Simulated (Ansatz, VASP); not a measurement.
**Hf in VASP and in Ansatz**

```
CELL_PARAMETERS angstrom
0.00000 2.19000 2.19000
2.19000 0.00000 2.19000
2.19000 2.19000 0.00000
ATOMIC_POSITIONS crystal
Hf 0.00000 0.00000 0.00000
```

Change from the starting cell: volume scaled by 0.96, PAW files.

Alike in both runs: task electric field gradients; functional PBEsol; k mesh 16 × 16 × 16; occupations fermi-dirac, width 0.03 eV; no spin polarisation.

```csv
,VASP,Ansatz
version,VASP 6.6.1,Ansatz 0.2.0
potentials or method,"VASP PAW PBE potentials, release 64 (Hf_pv)","PAW with Ansatz's default frozen-core files, scalar-relativistic"
plane-wave cutoff (eV),520,420
valence electrons in the cell,10,26
```

Ansatz gave:

* pressure (GPa): 2.9

Question: Estimate VASP's values.

Answer: Pressure (GPa): 2.5.

VASP's potentials were made for PBE, not for PBEsol. VASP's potentials hold 10 valence electrons a cell and Ansatz's 26, so a difference there can come from the potentials and not from the codes.

Neither program's run includes spin-orbit coupling.
